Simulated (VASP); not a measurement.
# TiAl (P-6m2) in VASP: further runs

Runs on TiAl. Level: r2SCAN. Tasks: single point.

All numbers are computed with VASP 6.6.1; they aren't measurements. Logs are shortened: lines on timing, memory, paths and dates and some standing lists are left out, and cuts for length are marked.

### Step 1. The cell of the first run

The structure is hexagonal, space group P-6m2 (No. 187). The conventional cell has a = 3.089 Å, b = 3.089 Å, c = 4.031 Å, α = 90.00°, β = 90.00°, γ = 120.00°. Within 3.5 Å of Ti (site symmetry -6m2) lie 6 Al at 2.69 Å and 6 Ti at 3.09 Å. Al (site symmetry -6m2) has 6 Ti at 2.69 Å and 6 Al at 3.09 Å within 3.5 Å.

### Step 2. Single point, r2SCAN

Input file POSCAR:

```
TiAl
1.0
    3.0886646098      0.0000000000      0.0000000000
   -1.5443323049      2.6748620158      0.0000000000
    0.0000000000      0.0000000000      4.0314497192
Ti Al
1 1
Direct
    0.0000000000      0.0000000000      0.0000000000
    0.3333333333      0.6666666667      0.5000000000
```

Input file INCAR.step1:

```
SYSTEM = TiAl
PREC     = Accurate       ! precision mode
ENCUT    = 520            ! plane-wave cutoff, eV
ISMEAR   = 0              ! smearing method
SIGMA    = 0.15           ! smearing width, eV
LREAL    = .False.        ! projectors in reciprocal space
LASPH    = .True.         ! aspherical terms in the spheres
NELM     = 60             ! most SCF steps
NBANDS   = 14             ! bands
GGA      = PE             ! functional
ALGO     = Normal         ! electronic algorithm
EDIFF    = 1E-4           ! SCF threshold, eV
LWAVE    = .True.         ! write WAVECAR
LCHARG   = .False.        ! write CHGCAR
```

Input file INCAR.step2:

```
SYSTEM = TiAl
PREC     = Accurate       ! precision mode
ENCUT    = 520            ! plane-wave cutoff, eV
EDIFF    = 1E-6           ! SCF threshold, eV
ISMEAR   = 0              ! smearing method
SIGMA    = 0.15           ! smearing width, eV
LREAL    = .False.        ! projectors in reciprocal space
LASPH    = .True.         ! aspherical terms in the spheres
NELM     = 60             ! most SCF steps
ALGO     = Normal         ! electronic algorithm
ISIF     = 2              ! what is computed and relaxed
LWAVE    = .False.        ! write WAVECAR
LCHARG   = .True.         ! write CHGCAR
METAGGA  = R2SCAN         ! meta-GGA
LMIXTAU  = .True.       
LELF     = .True.         ! ELF
LVHAR    = .True.       
NBANDS   = 14             ! bands
ISTART   = 1
```

Input file KPOINTS:

```
Automatic mesh
0
Gamma
  24 24 12
  0 0 0
```

Potentials or basis: VASP PAW PBE potentials, release 64 (Ti_sv, Al).

Started as:

```bash
cat potpaw_PBE.64/Ti_sv/POTCAR potpaw_PBE.64/Al/POTCAR > POTCAR
cp INCAR.step1 INCAR
mpirun -np 1 vasp_std > vasp.out
cp INCAR.step2 INCAR
mpirun -np 1 vasp_std > vasp.out
```

OUTCAR:

```text
SYSTEM = TiAl
   PREC = Accurate
   ENCUT = 520
   EDIFF = 1E-6
   ISMEAR = 0
   LREAL = .False.
   LASPH = .True.
   NELM = 60
   ISIF = 2
   METAGGA = R2SCAN
   ISTART = 1

 ion  position               nearest neighbor table
   1  0.000  0.000  0.000-   2 2.69   2 2.69   2 2.69   2 2.69   2 2.69   2 2.69
   2  0.333  0.667  0.500-   1 2.69   1 2.69   1 2.69   1 2.69   1 2.69   1 2.69

  LATTYP: Found a hexagonal cell.
 ALAT       =     3.0886646098
 C/A-ratio  =     1.3052403639

  Lattice vectors:

 A1 = (   3.0886646098,   0.0000000000,   0.0000000000)
 A2 = (  -1.5443323049,   2.6748620158,   0.0000000000)
 A3 = (   0.0000000000,   0.0000000000,   4.0314497192)

Analysis of symmetry for initial positions (statically):
=====================================================================
 Subroutine PRICEL returns:
 Original cell was already a primitive cell.

 Routine SETGRP: Setting up the symmetry group for a
 hexagonal supercell.

 Subroutine GETGRP returns: Found 12 space group operations
 (whereof 12 operations were pure point group operations)
 out of a pool of 24 trial point group operations.

The static configuration has the point symmetry D_3h.

Analysis of symmetry for dynamics (positions and initial velocities):
=====================================================================
 Subroutine PRICEL returns:
 Original cell was already a primitive cell.

 Routine SETGRP: Setting up the symmetry group for a
 hexagonal supercell.

 Subroutine GETGRP returns: Found 12 space group operations
 (whereof 12 operations were pure point group operations)
 out of a pool of 24 trial point group operations.

The dynamic configuration has the point symmetry D_3h.

 Subroutine INISYM returns: Found 12 space group operations
 (whereof 12 operations are pure point group operations),
 and found     1 'primitive' translations

----------------------------------------------------------------------------------------

                                     Primitive cell

  volume of cell :      33.3068

  direct lattice vectors                    reciprocal lattice vectors
     3.088664610  0.000000000  0.000000000     0.323764515  0.186925530  0.000000000
    -1.544332305  2.674862016  0.000000000     0.000000000  0.373851060  0.000000000
     0.000000000  0.000000000  4.031449719     0.000000000  0.000000000  0.248049726

  length of vectors
     3.088664610  3.088664610  4.031449719     0.373851060  0.373851060  0.248049726

  position of ions in fractional coordinates (direct lattice)
     0.000000000  0.000000000  0.000000000
     0.333333333  0.666666667  0.500000000

  ion indices of the primitive-cell ions
   primitive index   ion index
                 1           1
                 2           2

----------------------------------------------------------------------------------------

 KPOINTS: Automatic mesh

Automatic generation of k-mesh.
 Grid dimensions read from file:
 generate k-points for:   24   24   12

 Generating k-lattice:

  Cartesian coordinates                     Fractional coordinates (reciprocal lattice)
     0.013490188  0.007788564  0.000000000     0.041666667  0.000000000  0.000000000
     0.000000000  0.015577128  0.000000000     0.000000000  0.041666667  0.000000000
     0.000000000  0.000000000  0.020670811     0.000000000  0.000000000  0.083333333

  Length of vectors
     0.015577128  0.015577128  0.020670811

  Shift w.r.t. Gamma in fractional coordinates (k-lattice)
     0.000000000  0.000000000  0.000000000

 Subroutine IBZKPT returns following result:
 ===========================================

 Found    427 irreducible k-points:

 Following reciprocal coordinates:
            Coordinates               Weight
  0.000000  0.000000  0.000000      1.000000
  0.041667  0.000000  0.000000      6.000000
  0.083333  0.000000  0.000000      6.000000
  0.125000  0.000000  0.000000      6.000000
  0.166667  0.000000  0.000000      6.000000
  0.208333  0.000000  0.000000      6.000000
[... 16 lines left out ...]
  0.416667  0.041667  0.000000     12.000000
  0.458333  0.041667  0.000000     12.000000
 [... further k-points ...]
   k-points           NKPTS =    427   k-points in BZ     NKDIM =    427   number of bands    NBANDS=     14
   number of dos      NEDOS =    301   number of ions     NIONS =      2
   total plane-waves  NPLWV =  17280
   dimension x,y,z NGX =    24 NGY =   24 NGZ =   30
   dimension x,y,z NGXF=    48 NGYF=   48 NGZF=   60
   ions per type =               1   1
   NGX,Y,Z   is equivalent  to a cutoff of  12.92, 12.92, 12.37 a.u.
   NGXF,Y,Z  is equivalent  to a cutoff of  25.84, 25.84, 24.74 a.u.
 SYSTEM =  TiAl
   PREC   = accura    normal or accurate (medium, high low for compatibility)
   ISTART =      1    job   : 0-new  1-cont  2-samecut
   ICHARG =      0    charge: 1-file 2-atom 10-const
   ISPIN  =      1    spin polarized calculation?
   LNONCOLLINEAR =      F non collinear calculations
   LSORBIT =      F    spin-orbit coupling
   LASPH  =      T    aspherical Exc in radial PAW
   ENCUT  =  520.0 eV  38.22 Ry    6.18 a.u.   5.74  5.74  7.50*2*pi/ulx,y,z
   NELM   =     60;   NELMIN=  2; NELMDL=  0     # of ELM steps
   EDIFF  = 0.1E-05   stopping-criterion for ELM
   LREAL  =      F    real-space projection
   EDIFFG = 0.1E-04   stopping-criterion for IOM
   NSW    =      0    number of steps for IOM
   IBRION =     -1    ionic relax: 0-MD 1-quasi-New 2-CG
   NFREE  =      0    steps in history (QN), initial steepest desc. (CG)
   ISIF   =      2    stress and relaxation
   ISYM   =      2    0-nonsym 1-usesym 2-fastsym
   POTIM  = 0.5000    time-step for ionic-motion
   TEBEG  =    0.0;   TEEND  =   0.0 temperature during run
   PSTRESS=    0.0 pullay stress
   NELECT =      15.0000    total number of electrons
   NUPDOWN=      -1.0000    fix difference up-down
   EMIN   =  10.00;   EMAX   =-10.00  energy-range for DOS
   EFERMI =   0.00;   METHOD = LEGACY
   ISMEAR =     0;   SIGMA  =   0.15  broadening in eV -4-tet -1-fermi 0-gaus
   EFERMI_NEDOS =   21; number of points for ismear=-14 and -15
   IALGO  =     38    algorithm
   IMIX   =      4    mixing-type and parameters
     AMIX     =   0.40;   BMIX     =  1.00
     AMIX_MAG =   1.60;   BMIX_MAG =  1.00
  volume/ion in A,a.u.               =      16.65       112.38
  Fermi-wavevector in a.u.,A,eV,Ry     =   1.254857  2.371335 21.424622  1.574665
  Thomas-Fermi vector in A             =   2.388641
   LORBIT       =      0    0 simple, 1 ext, 2 COOP (PROOUT), +10 PAW based schemes
   METAGGA = R2SCAN    functional components
   LHFCALC =     F    Hartree Fock is set to
   AEXX    =    0.0000 exact exchange contribution
   IVDW    =     0    specifies the selected vdW correction
   LEPSILON=     F    determine dielectric tensor
   LRPA    =     F    only Hartree local field effects (RPA)
 non-spin polarized calculation
 Gauss-broadening in eV      SIGMA  =   0.15
  energy-cutoff  :      520.00
  volume of cell :       33.31
 maximum number of plane-waves:       914
 NGX is ok and might be reduce to    24

 number of electron      15.0000000 magnetization

 Free energy of the ion-electron system (eV)
  ---------------------------------------------------
  ext. energy  EPLUGINS =         0.00000000
  ---------------------------------------------------
  free energy    TOTEN  =       -19.84913109 eV

  energy without entropy =      -19.81901859  energy(sigma->0) =      -19.83407484

 E-fermi :   7.7451     XC(G=0): -11.7407

 val. band max:        7.7421734057   @ k =   0.3333   0.0000   0.4167
 cond. band min:       7.7468497381   @ k =   0.2917   0.0000   0.2500
 fundamental gap:      0.0046763324
 Fermi energy:         7.7450681943

 k-point     1 :       0.0000    0.0000    0.0000
  band No.  band energies     occupation
      1     -51.2117      2.00000
      2     -26.5011      2.00000
      3     -26.2276      2.00000
      4     -26.2275      2.00000
      5      -1.3678      2.00000
      6       6.0953      2.00000
      7       7.8701      0.23848
      8       8.8565      0.00000
      9       8.8565      0.00000
     10      10.0901      0.00000
     11      10.0901      0.00000
     12      14.6053      0.00000
     13      18.8661      0.00000
     14      18.8661      0.00000

 k-point     2 :       0.0417    0.0000    0.0000
  band No.  band energies     occupation
      1     -51.2110      2.00000
      2     -26.5003      2.00000
      3     -26.2329      2.00000
      4     -26.2288      2.00000
      5      -1.3277      2.00000
      6       6.1250      2.00000
      7       7.8245      0.45405
      8       8.8120      0.00000
      9       8.8851      0.00000
     10      10.0793      0.00000
     11      10.1615      0.00000
     12      14.6006      0.00000
     13      18.3395      0.00000
     14      18.5390      0.00000

 k-point     3 :       0.0833    0.0000    0.0000
  band No.  band energies     occupation
      1     -51.2089      2.00000
      2     -26.4979      2.00000
      3     -26.2486      2.00000
      4     -26.2324      2.00000
      5      -1.2078      2.00000
      6       6.2111      2.00000
      7       7.7042      1.30030
      8       8.6833      0.00000
      9       8.9699      0.00000
     10      10.0477      0.00000
     11      10.3584      0.00000
     12      14.5806      0.00000
     13      17.3193      0.00000
     14      17.9472      0.00000
[... 324 lines left out ...]
 k-point    23 :       0.4167    0.0417    0.0000
  band No.  band energies     occupation
      1     -51.1713      2.00000
      2     -26.5229      2.00000
      3     -26.4540      2.00000
      4     -26.2999      2.00000
      5       2.6608      2.00000
      6       4.9577      2.00000
      7       6.6348      2.00000
      8       6.9890      2.00000
      9       9.4604      0.00000
     10      10.9950      0.00000
     11      12.0619      0.00000
     12      13.4145      0.00000
     13      13.8506      0.00000
     14      14.8544      0.00000

 k-point    24 :       0.4583    0.0417    0.0000
  band No.  band energies     occupation
      1     -51.1699      2.00000
      2     -26.5329      2.00000
      3     -26.4524      2.00000
      4     -26.3024      2.00000
      5       3.2735      2.00000
      6       4.3337      2.00000
      7       6.6110      2.00000
      8       6.9473      2.00000
      9       9.4395      0.00000
     10      11.1225      0.00000
     11      12.1241      0.00000
     12      13.5585      0.00000
     13      13.7244      0.00000
     14      14.8477      0.00000

 [... further k-points ...]

------------------------ aborting loop because EDIFF is reached ----------------------------------------

  FORCE on cell =-STRESS in cart. coord.  units (eV):
  Direction    XX          YY          ZZ          XY          YZ          ZX
  --------------------------------------------------------------------------------------
  -------------------------------------------------------------------------------------
  Total       -0.8997458     -0.8997458      4.2895014      0.0000000      0.0000000      0.0000000
  in kB      -43.2809760    -43.2809760    206.3402778      0.0000000      0.0000000      0.0000000
  external PRESSURE =      39.9261086 kB  Pullay stress =       0.0000000 kB

 VOLUME and BASIS-vectors are now :
 -----------------------------------------------------------------------------
  energy-cutoff  :      520.00
  volume of cell :       33.31
      direct lattice vectors                 reciprocal lattice vectors
     3.088664610  0.000000000  0.000000000     0.323764515  0.186925530  0.000000000
    -1.544332305  2.674862016  0.000000000     0.000000000  0.373851060  0.000000000
     0.000000000  0.000000000  4.031449719     0.000000000  0.000000000  0.248049726

 POSITION                                       TOTAL-FORCE (eV/Angst)
 -----------------------------------------------------------------------------------
      0.00000      0.00000      0.00000        -0.000000      0.000000      0.000000
     -0.00000      1.78324      2.01572         0.000000      0.000000      0.000000
 -----------------------------------------------------------------------------------
    total drift:                               -0.000003      0.000002      0.000000

  FREE ENERGIE OF THE ION-ELECTRON SYSTEM (eV)
  ---------------------------------------------------
  free  energy   TOTEN  =       -19.8491310915 eV

  energy  without entropy=      -19.8190185945  energy(sigma->0) =      -19.83407484
```

It took 12 min on 1 thread of AMD EPYC 7R13 (Zen 3), shared host; peak memory 0.29 GiB.

What came out:

```yaml
Free_energy: -19.8491 eV
Pressure: 4.0 GPa
Band_gap_on_the_k_mesh: zero (an odd number of electrons rules out a gap without spin polarisation)
```

Caveat: the stress differs along the axes, from -4 to 21 GPa; the PAW data sets were made with another functional, which shifts forces and pressure a little.

### Step 3. Single point, r2SCAN

This run uses another cell than the first one, of the same volume but with other edges.

Input file POSCAR:

```
TiAl
1.0
    2.6271586311      0.0000000000      0.0000000000
   -1.3135793155      2.2751861143      0.0000000000
    0.0000000000      0.0000000000      5.5722444176
Ti Al
1 1
Direct
    0.0000000000      0.0000000000      0.0000000000
    0.3333333333      0.6666666667      0.5000000000
```

Input file INCAR.step1:

```
PREC = Accurate
ENCUT = 520
ISMEAR = 0
SIGMA = 0.15
LREAL = F
LASPH = T
NELM = 80
NBANDS = 14
GGA = PE
ALGO = Normal
EDIFF = 1E-4
LWAVE = T
LCHARG = F
```

Input file INCAR.step2:

```
PREC = Accurate
ENCUT = 520
EDIFF = 1E-6
ISMEAR = 0
SIGMA = 0.15
LREAL = F
LASPH = T
NELM = 80
ALGO = Normal
ISIF = 2
LWAVE = F
LCHARG = F
METAGGA = R2SCAN
LMIXTAU = T
NBANDS = 14
ISTART = 1
```

Input file KPOINTS:

```
Automatic mesh
0
Gamma
  24 24 12
```

Potentials or basis: VASP PAW PBE potentials, release 64 (Ti_sv, Al).

Started as:

```bash
cat potpaw_PBE.64/Ti_sv/POTCAR potpaw_PBE.64/Al/POTCAR > POTCAR
cp INCAR.step1 INCAR
mpirun -np 1 vasp_std > vasp.out
cp INCAR.step2 INCAR
mpirun -np 1 vasp_std > vasp.out
```

OUTCAR:

```text
PREC = Accurate
   ENCUT = 520
   EDIFF = 1E-6
   ISMEAR = 0
   LREAL = F
   LASPH = T
   NELM = 80
   ISIF = 2
   METAGGA = R2SCAN
   ISTART = 1

 ion  position               nearest neighbor table
   1  0.000  0.000  0.000-
   2  0.333  0.667  0.500-

  LATTYP: Found a hexagonal cell.
 ALAT       =     2.6271586311
 C/A-ratio  =     2.1210155914

  Lattice vectors:

 A1 = (   2.6271586311,   0.0000000000,   0.0000000000)
 A2 = (  -1.3135793155,   2.2751861143,   0.0000000000)
 A3 = (   0.0000000000,   0.0000000000,   5.5722444176)

Analysis of symmetry for initial positions (statically):
=====================================================================
 Subroutine PRICEL returns:
 Original cell was already a primitive cell.

 Routine SETGRP: Setting up the symmetry group for a
 hexagonal supercell.

 Subroutine GETGRP returns: Found 12 space group operations
 (whereof 12 operations were pure point group operations)
 out of a pool of 24 trial point group operations.
[... 173 lines left out ...]
      1     -50.8293      2.00000
      2     -26.1231      2.00000
      3     -25.2700      2.00000
      4     -25.2699      2.00000
      5      -2.1003      2.00000
      6       4.1925      2.00000
      7       4.4120      2.00000
      8       9.2993      0.00000
      9       9.5133      0.00000
     10       9.5134      0.00000
     11      11.8380      0.00000
     12      11.8380      0.00000
     13      19.0691      0.00000
     14      22.0946      0.00000
[... 377 lines left out ...]
      1     -50.5601      2.00000
      2     -26.5617      2.00000
      3     -25.9043      2.00000
      4     -25.5727      2.00000
      5       4.2419      2.00000
      6       5.7937      2.00000
      7       6.3215      2.00000
      8       6.4659      2.00000
      9      10.8233      0.00000
     10      11.4284      0.00000
     11      11.7823      0.00000
     12      12.3090      0.00000
     13      13.6575      0.00000
     14      14.9121      0.00000

 [... further k-points ...]

------------------------ aborting loop because EDIFF is reached ----------------------------------------

  FORCE on cell =-STRESS in cart. coord.  units (eV):
  Direction    XX          YY          ZZ          XY          YZ          ZX
  --------------------------------------------------------------------------------------
  -------------------------------------------------------------------------------------
  Total        4.1507216      4.1507216     -5.6199485      0.0000000      0.0000000      0.0000000
  in kB      199.6644768    199.6644768   -270.3395186      0.0000000      0.0000000      0.0000000
  external PRESSURE =      42.9964783 kB  Pullay stress =       0.0000000 kB

 VOLUME and BASIS-vectors are now :
 -----------------------------------------------------------------------------
  energy-cutoff  :      520.00
  volume of cell :       33.31
      direct lattice vectors                 reciprocal lattice vectors
     2.627158631  0.000000000  0.000000000     0.380639368  0.219762241  0.000000000
    -1.313579315  2.275186114  0.000000000     0.000000000  0.439524483  0.000000000
     0.000000000  0.000000000  5.572244418     0.000000000  0.000000000  0.179460900

 POSITION                                       TOTAL-FORCE (eV/Angst)
 -----------------------------------------------------------------------------------
      0.00000      0.00000      0.00000        -0.000000      0.000000      0.000000
     -0.00000      1.51679      2.78612         0.000000     -0.000000      0.000000
 -----------------------------------------------------------------------------------
    total drift:                               -0.000002      0.000001      0.000000

  FREE ENERGIE OF THE ION-ELECTRON SYSTEM (eV)
  ---------------------------------------------------
  free  energy   TOTEN  =       -19.3277045696 eV

  energy  without entropy=      -19.3059523744  energy(sigma->0) =      -19.31682847
```

It took 13 min on 1 thread of AMD EPYC 7R13 (Zen 3), shared host; peak memory 0.29 GiB.

What came out:

```
Free energy            : -19.3277 eV
Pressure               : 4.3 GPa
Band gap on the k mesh : zero (an odd number of electrons rules out a gap without spin polarisation)
```

Levels at points of the mesh, in eV from the Fermi level:
```
           k point  band 5  band 6  band 7  band 8  band 9  band 10
(0.00, 0.00, 0.00)  -10.33   -4.04   -3.82    1.07    1.28     1.28
(0.50, 0.00, 0.00)   -3.86   -2.57   -1.93   -1.91    2.79     3.22
(0.00, 0.00, 0.50)   -9.97   -6.23   -2.10    1.28    1.28     2.75
(0.50, 0.00, 0.50)   -3.74   -2.82   -2.54    0.81    0.97     1.15
```

Caveat: the stress differs along the axes, from -27 to 20 GPa; the PAW data sets were made with another functional, which shifts forces and pressure a little.
